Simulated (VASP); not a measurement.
ZrMo2C2:

```
Zr Mo C
1.0
     4.05175    0.00000    0.00000
     0.00000    4.05175    0.00000
     0.00000    0.00000    9.07742
Zr Mo C
2 4 4
Cartesian
  0.0000 2.0259 2.1879
  2.0259 0.0000 6.8895
  0.0000 0.0000 0.0000
  2.0259 2.0259 0.0000
  0.0000 2.0259 5.6741
  2.0259 0.0000 3.4033
  0.0000 0.0000 4.5387
  2.0259 2.0259 4.5387
  0.0000 2.0259 7.9099
  2.0259 0.0000 1.1675
```

The cell was built from a structure type or drawn by symmetry, and may not be a known phase.

```yaml
Program: VASP 6.6.1
Task: relaxation of cell and atoms
Functional: PBE
Potentials_or_basis: VASP PAW PBE potentials, release 64 (Zr_sv, Mo_sv, C)
Cutoff: 600 eV
k_mesh: 4 × 4 × 2
Occupations: gaussian, width 0.1 eV
Spin: no spin polarisation
```

At the start: pressure -24.8 GPa; volume 14.90 Å³/atom.

Question: How do energy, volume and symmetry change on relaxing?

Answer: Over 45 steps the energy falls by 373.0 meV/atom and the volume is 12.98 Å³/atom (-12.9 %); space group P4/nmm (No. 129, to 0.1 Å) before and after.

Step by step:
| step | energy change (eV) | largest force (eV/Å) | pressure (GPa) | volume (Å³) |
| --- | --- | --- | --- | --- |
| 1 | 0.0000 | 2.4062 | -24.76 | 149.02 |
| 3 | -2.1129 | 2.1813 | 0.74 | 127.99 |
| 5 | -2.6906 | 1.0711 | 2.85 | 126.52 |
| 7 | -2.7828 | 0.7350 | 4.43 | 126.15 |
| 9 | -2.8514 | 0.5034 | -2.00 | 129.42 |
| 11 | -3.1817 | 0.3845 | -0.04 | 127.96 |
| 13 | -3.1975 | 0.4220 | 0.08 | 127.79 |
| 15 | -3.2406 | 0.3187 | -0.69 | 127.99 |
| 17 | -3.2573 | 0.4329 | 2.58 | 126.21 |
| 19 | -3.2806 | 0.4575 | 2.93 | 126.03 |
| 21 | -3.4292 | 0.4503 | 5.39 | 125.19 |
| 23 | -3.4562 | 0.4257 | 6.47 | 124.93 |
| 25 | -3.4705 | 0.4813 | 7.38 | 124.88 |
| 27 | -3.5016 | 0.7239 | 6.41 | 125.69 |
| 29 | -3.5864 | 0.4223 | 0.12 | 128.84 |
| 31 | -3.5931 | 0.3532 | -0.74 | 129.31 |
| 33 | -3.6227 | 0.3395 | -0.07 | 129.01 |
| 35 | -3.6270 | 0.3275 | 0.31 | 128.85 |
| 37 | -3.6772 | 0.2547 | -0.07 | 129.25 |
| 39 | -3.7230 | 0.2055 | -0.28 | 130.04 |
| 41 | -3.7286 | 0.0876 | 0.67 | 129.47 |
| 43 | -3.7292 | 0.0135 | -0.72 | 130.22 |
| 45 | -3.7303 | 0.0251 | -0.01 | 129.82 |

Final structure:
```cif
data_structure
_symmetry_space_group_name_H-M 'P 1'
_symmetry_Int_Tables_number 1
_cell_length_a 3.7449
_cell_length_b 3.7449
_cell_length_c 9.2568
_cell_angle_alpha 90.000
_cell_angle_beta 90.000
_cell_angle_gamma 90.000
_cell_volume 129.82
loop_
_atom_site_label
_atom_site_type_symbol
_atom_site_fract_x
_atom_site_fract_y
_atom_site_fract_z
_atom_site_occupancy
Zr1 Zr 0.00000 0.50000 0.24971 1
Zr2 Zr 0.50000 0.00000 0.75029 1
Mo1 Mo 0.00000 0.00000 0.00000 1
Mo2 Mo 0.50000 0.50000 0.00000 1
Mo3 Mo 0.00000 0.50000 0.58522 1
Mo4 Mo 0.50000 0.00000 0.41478 1
C1 C 0.00000 0.00000 0.50000 1
C2 C 0.50000 0.50000 0.50000 1
C3 C 0.00000 0.50000 0.81268 1
C4 C 0.50000 0.00000 0.18732 1
```

Caveat: the k points lie up to 0.42 Å⁻¹ apart in the final cell.
